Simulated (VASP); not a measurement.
# TiSi2 in VASP: notebook

TiSi2 is run at these levels: PBE; tasks: single point.

All numbers are computed with VASP 6.6.1; they aren't measurements. Logs are shortened: lines on timing, memory, paths and dates and some standing lists are left out, and cuts for length are marked.

### Step 1. The cell of the first run

It takes space group Fddd (No. 70, orthorhombic). Conventional cell: a = 4.808 Å, b = 8.270 Å, c = 8.559 Å, α = 90.00°, β = 90.00°, γ = 90.00°. Ti (site symmetry 222) has 10 Si at 2.56 to 2.79 Å and 4 Ti at 3.21 Å within 3.4 Å. Si (site symmetry 2) has 9 Si at 2.53 to 3.21 Å and 5 Ti at 2.56 to 2.79 Å within 3.3 Å.

### Step 2. Single point, PBE

File INCAR:

```
SYSTEM = TiSi2
  ALGO = Normal
  EDIFF = 1E-7
  ENCUT = 520
  GGA = PE
  ISIF = 2
  ISMEAR = 0
  LASPH = .True.
  LCHARG = .False.
  LREAL = .False.
  LWAVE = .False.
  NBANDS = 29
  NELM = 80
  PREC = Accurate
  SIGMA = 0.15
```

File KPOINTS:

```
k-points
0
Gamma
  10 10 10
  0 0 0
```

File POSCAR:

```
TiSi2
1.0
    0.0000000000      4.1351811263      4.2795976070
    2.4038689094      0.0000000000      4.2795976070
    2.4038689094      4.1351811263      0.0000000000
Ti Si
2 4
Direct
    0.7500000000      0.7500000000      0.7500000000
    0.5000000000      0.5000000000      0.5000000000
    0.0868244591      0.4131755409      0.0868244591
    0.4131755409      0.0868244591      0.4131755409
    0.1631755409      0.8368244591      0.1631755409
    0.8368244591      0.1631755409      0.8368244591
```

Potentials or basis: VASP PAW PBE potentials, release 64 (Ti_sv, Si).

The run is started by

```console
> cat potpaw_PBE.64/Ti_sv/POTCAR potpaw_PBE.64/Si/POTCAR > POTCAR
> mpirun -np 1 vasp_std > vasp.out
```

OUTCAR:

```text
SYSTEM = TiSi2
   EDIFF = 1E-7
   ENCUT = 520
   GGA = PE
   ISIF = 2
   ISMEAR = 0
   LASPH = .True.
   LREAL = .False.
   NELM = 80
   PREC = Accurate

 ion  position               nearest neighbor table
   1  0.750  0.750  0.750-   6 2.56   5 2.56   6 2.56   5 2.56   4 2.76   4 2.76   3 2.76   3 2.76
                             3 2.79   4 2.79
   2  0.500  0.500  0.500-   3 2.56   4 2.56   3 2.56   4 2.56   5 2.76   5 2.76   6 2.76   6 2.76
                             5 2.79   6 2.79
   3  0.087  0.413  0.087-   5 2.53   5 2.53   2 2.56   2 2.56   4 2.70   1 2.76   1 2.76   1 2.79
                             4 2.80   4 2.80
   4  0.413  0.087  0.413-   6 2.53   6 2.53   2 2.56   2 2.56   3 2.70   1 2.76   1 2.76   1 2.79
                             3 2.80   3 2.80
   5  0.163  0.837  0.163-   3 2.53   3 2.53   1 2.56   1 2.56   6 2.70   2 2.76   2 2.76   2 2.79
                             6 2.80   6 2.80
   6  0.837  0.163  0.837-   4 2.53   4 2.53   1 2.56   1 2.56   5 2.70   2 2.76   2 2.76   2 2.79
                             5 2.80   5 2.80

  LATTYP: Found a face centered orthorhombic cell.
 ALAT       =     4.8077378188
 B/A-ratio  =     1.7202190644
 C/A-ratio  =     1.7802957517

  Lattice vectors:

 A1 = (   0.0000000000,   4.1351811263,   4.2795976070)
 A2 = (   2.4038689094,   0.0000000000,   4.2795976070)
 A3 = (   2.4038689094,   4.1351811263,   0.0000000000)

Analysis of symmetry for initial positions (statically):
=====================================================================
 Subroutine PRICEL returns:
 Original cell was already a primitive cell.

 Routine SETGRP: Setting up the symmetry group for a
 face centered orthorhombic supercell.

 Subroutine GETGRP returns: Found  8 space group operations
 (whereof  4 operations were pure point group operations)
 out of a pool of  8 trial point group operations.

The static configuration has the point symmetry D_2 .
 The point group associated with its full space group is D_2h.

Analysis of symmetry for dynamics (positions and initial velocities):
=====================================================================
 Subroutine PRICEL returns:
 Original cell was already a primitive cell.

 Routine SETGRP: Setting up the symmetry group for a
 face centered orthorhombic supercell.

 Subroutine GETGRP returns: Found  8 space group operations
 (whereof  4 operations were pure point group operations)
 out of a pool of  8 trial point group operations.

The dynamic configuration has the point symmetry D_2 .
 The point group associated with its full space group is D_2h.

 Subroutine INISYM returns: Found  8 space group operations
 (whereof  4 operations are pure point group operations),
 and found     1 'primitive' translations

----------------------------------------------------------------------------------------

                                     Primitive cell

  volume of cell :      85.0821

  direct lattice vectors                    reciprocal lattice vectors
     0.000000000  4.135181126  4.279597607    -0.207998031  0.120913688  0.116833414
     2.403868909  0.000000000  4.279597607     0.207998031 -0.120913688  0.116833414
     2.403868909  4.135181126  0.000000000     0.207998031  0.120913688 -0.116833414

  length of vectors
     5.951023326  4.908517231  4.783127500     0.267457188  0.267457188  0.267457188

  position of ions in fractional coordinates (direct lattice)
     0.750000000  0.750000000  0.750000000
     0.500000000  0.500000000  0.500000000
     0.086824459  0.413175541  0.086824459
     0.413175541  0.086824459  0.413175541
     0.163175541  0.836824459  0.163175541
     0.836824459  0.163175541  0.836824459

  ion indices of the primitive-cell ions
   primitive index   ion index
                 1           1
                 2           2
                 3           3
                 4           4
                 5           5
                 6           6

----------------------------------------------------------------------------------------

 KPOINTS: k-points

Automatic generation of k-mesh.
 Grid dimensions read from file:
 generate k-points for:   10   10   10

 Generating k-lattice:

  Cartesian coordinates                     Fractional coordinates (reciprocal lattice)
    -0.020799803  0.012091369  0.011683341     0.100000000  0.000000000 -0.000000000
     0.020799803 -0.012091369  0.011683341     0.000000000  0.100000000  0.000000000
     0.020799803  0.012091369 -0.011683341    -0.000000000  0.000000000  0.100000000

  Length of vectors
     0.026745719  0.026745719  0.026745719

  Shift w.r.t. Gamma in fractional coordinates (k-lattice)
     0.000000000  0.000000000  0.000000000

 Subroutine IBZKPT returns following result:
 ===========================================

 Found    171 irreducible k-points:

 Following reciprocal coordinates:
            Coordinates               Weight
  0.000000  0.000000  0.000000      1.000000
  0.100000  0.000000  0.000000      8.000000
  0.200000  0.000000  0.000000      8.000000
  0.300000  0.000000 -0.000000      8.000000
  0.400000 -0.000000  0.000000      8.000000
  0.500000 -0.000000  0.000000      4.000000
[... 16 lines left out ...]
  0.300000  0.300000  0.000000      2.000000
  0.400000  0.300000  0.000000      8.000000
 [... further k-points ...]
   k-points           NKPTS =    171   k-points in BZ     NKDIM =    171   number of bands    NBANDS=     29
   number of dos      NEDOS =    301   number of ions     NIONS =      6
   total plane-waves  NPLWV =  69120
   dimension x,y,z NGX =    48 NGY =   40 NGZ =   36
   dimension x,y,z NGXF=    96 NGYF=   80 NGZF=   72
   ions per type =               2   4
   NGX,Y,Z   is equivalent  to a cutoff of  13.41, 13.55, 12.51 a.u.
   NGXF,Y,Z  is equivalent  to a cutoff of  26.82, 27.10, 25.02 a.u.
 SYSTEM =  TiSi2
   PREC   = accura    normal or accurate (medium, high low for compatibility)
   ISTART =      0    job   : 0-new  1-cont  2-samecut
   ICHARG =      2    charge: 1-file 2-atom 10-const
   ISPIN  =      1    spin polarized calculation?
   LNONCOLLINEAR =      F non collinear calculations
   LSORBIT =      F    spin-orbit coupling
   LASPH  =      T    aspherical Exc in radial PAW
   ENCUT  =  520.0 eV  38.22 Ry    6.18 a.u.  11.06  9.13  8.89*2*pi/ulx,y,z
   NELM   =     80;   NELMIN=  2; NELMDL= -5     # of ELM steps
   EDIFF  = 0.1E-06   stopping-criterion for ELM
   LREAL  =      F    real-space projection
   EDIFFG = 0.1E-05   stopping-criterion for IOM
   NSW    =      0    number of steps for IOM
   IBRION =     -1    ionic relax: 0-MD 1-quasi-New 2-CG
   NFREE  =      0    steps in history (QN), initial steepest desc. (CG)
   ISIF   =      2    stress and relaxation
   ISYM   =      2    0-nonsym 1-usesym 2-fastsym
   POTIM  = 0.5000    time-step for ionic-motion
   TEBEG  =    0.0;   TEEND  =   0.0 temperature during run
   PSTRESS=    0.0 pullay stress
   NELECT =      40.0000    total number of electrons
   NUPDOWN=      -1.0000    fix difference up-down
   EMIN   =  10.00;   EMAX   =-10.00  energy-range for DOS
   EFERMI =   0.00;   METHOD = LEGACY
   ISMEAR =     0;   SIGMA  =   0.15  broadening in eV -4-tet -1-fermi 0-gaus
   EFERMI_NEDOS =   21; number of points for ismear=-14 and -15
   IALGO  =     38    algorithm
   IMIX   =      4    mixing-type and parameters
     AMIX     =   0.40;   BMIX     =  1.00
     AMIX_MAG =   1.60;   BMIX_MAG =  1.00
  volume/ion in A,a.u.               =      14.18        95.69
  Fermi-wavevector in a.u.,A,eV,Ry     =   1.272962  2.405549 22.047316  1.620432
  Thomas-Fermi vector in A             =   2.405812
   LORBIT       =      0    0 simple, 1 ext, 2 COOP (PROOUT), +10 PAW based schemes
   GGA     = PE    functional components
   LHFCALC =     F    Hartree Fock is set to
   AEXX    =    0.0000 exact exchange contribution
   IVDW    =     0    specifies the selected vdW correction
   LEPSILON=     F    determine dielectric tensor
   LRPA    =     F    only Hartree local field effects (RPA)
 non-spin polarized calculation
 Gauss-broadening in eV      SIGMA  =   0.15
  energy-cutoff  :      520.00
  volume of cell :       85.08
 maximum number of plane-waves:      2310
 NGX is ok and might be reduce to    48
   NGX = 23   NGY = 19   NGZ = 17

 number of electron      39.9999997 magnetization

 Free energy of the ion-electron system (eV)
  ---------------------------------------------------
  ext. energy  EPLUGINS =         0.00000000
  ---------------------------------------------------
  free energy    TOTEN  =       -40.71657527 eV

  energy without entropy =      -40.69183484  energy(sigma->0) =      -40.70420506

 E-fermi :  10.0203     XC(G=0): -11.6737

 val. band max:       10.0122055648   @ k =  -0.4000   0.4000   0.2000
 cond. band min:      10.0221289458   @ k =  -0.1000   0.3000   0.4000
 fundamental gap:      0.0099233810
 Fermi energy:        10.0202656690

 k-point     1 :       0.0000    0.0000    0.0000
  band No.  band energies     occupation
      1     -46.2925      2.00000
      2     -46.2657      2.00000
      3     -22.6628      2.00000
      4     -22.6577      2.00000
      5     -22.5789      2.00000
      6     -22.5645      2.00000
[... 21 lines left out ...]
     28      13.6932      0.00000
     29      13.7679      0.00000

 k-point     2 :       0.1000    0.0000    0.0000
  band No.  band energies     occupation
      1     -46.2920      2.00000
      2     -46.2662      2.00000
      3     -22.6628      2.00000
      4     -22.6571      2.00000
      5     -22.5815      2.00000
      6     -22.5646      2.00000
[... 21 lines left out ...]
     28      13.6629      0.00000
     29      13.8159      0.00000

 k-point     3 :       0.2000    0.0000    0.0000
  band No.  band energies     occupation
      1     -46.2906      2.00000
      2     -46.2676      2.00000
      3     -22.6645      2.00000
      4     -22.6531      2.00000
      5     -22.5889      2.00000
      6     -22.5643      2.00000
[... 638 lines left out ...]
      5     -22.6078      2.00000
      6     -22.5706      2.00000
[... 21 lines left out ...]
     28      13.9812      0.00000
     29      14.0773      0.00000

 k-point    24 :       0.4000    0.3000    0.0000
  band No.  band energies     occupation
      1     -46.2850      2.00000
      2     -46.2731      2.00000
      3     -22.6498      2.00000
      4     -22.6298      2.00000
      5     -22.6166      2.00000
      6     -22.5775      2.00000
[... 21 lines left out ...]
     28      13.9879      0.00000
     29      14.1144      0.00000

 [... further k-points ...]

------------------------ aborting loop because EDIFF is reached ----------------------------------------

  FORCE on cell =-STRESS in cart. coord.  units (eV):
  Direction    XX          YY          ZZ          XY          YZ          ZX
  --------------------------------------------------------------------------------------
  -------------------------------------------------------------------------------------
  Total       -0.0256950     -0.0275334      0.0057620      0.0000000      0.0000000      0.0000000
  in kB       -0.4838614     -0.5184808      0.1085046      0.0000000      0.0000000      0.0000000
  external PRESSURE =      -0.2979459 kB  Pullay stress =       0.0000000 kB

 VOLUME and BASIS-vectors are now :
 -----------------------------------------------------------------------------
  energy-cutoff  :      520.00
  volume of cell :       85.08
      direct lattice vectors                 reciprocal lattice vectors
     0.000000000  4.135181126  4.279597607    -0.207998031  0.120913688  0.116833414
     2.403868909  0.000000000  4.279597607     0.207998031 -0.120913688  0.116833414
     2.403868909  4.135181126  0.000000000     0.207998031  0.120913688 -0.116833414

 POSITION                                       TOTAL-FORCE (eV/Angst)
 -----------------------------------------------------------------------------------
      3.60580      6.20277      6.41940         0.000000      0.000000      0.000000
      2.40387      4.13518      4.27960        -0.000000      0.000000     -0.000000
      1.20193      0.71807      2.13980         0.000000      0.004912      0.000000
      1.20193      3.41711      2.13980         0.000000     -0.004912      0.000000
      2.40387      1.34952      4.27960         0.000000     -0.004912     -0.000000
      2.40387      6.92084      4.27960         0.000000      0.004912     -0.000000
 -----------------------------------------------------------------------------------
    total drift:                               -0.000000     -0.000000     -0.000000

  FREE ENERGIE OF THE ION-ELECTRON SYSTEM (eV)
  ---------------------------------------------------
  free  energy   TOTEN  =       -40.7165752725 eV

  energy  without entropy=      -40.6918348426  energy(sigma->0) =      -40.70420506
```

Wall time 8 min (1 thread of Intel Xeon Platinum 8259CL at 2.50GHz (Skylake/Cascade Lake), shared host); peak memory 0.48 GiB.

Results:

```yaml
Free_energy: -40.7166 eV
Pressure: 0.0 GPa
Largest_force: 0.005 eV/Å
Band_gap_on_the_k_mesh: zero (band 20 reaches 10.70 eV, above the bottom of band 21 at 8.88 eV)
```

Forces on the atoms (eV/Å):
```
Ti   0.000  0.000  0.000
Ti   0.000  0.000  0.000
Si   0.000  0.005  0.000
Si   0.000 -0.005  0.000
Si   0.000 -0.005  0.000
Si   0.000  0.005  0.000
```

[end of part 1 of 2]
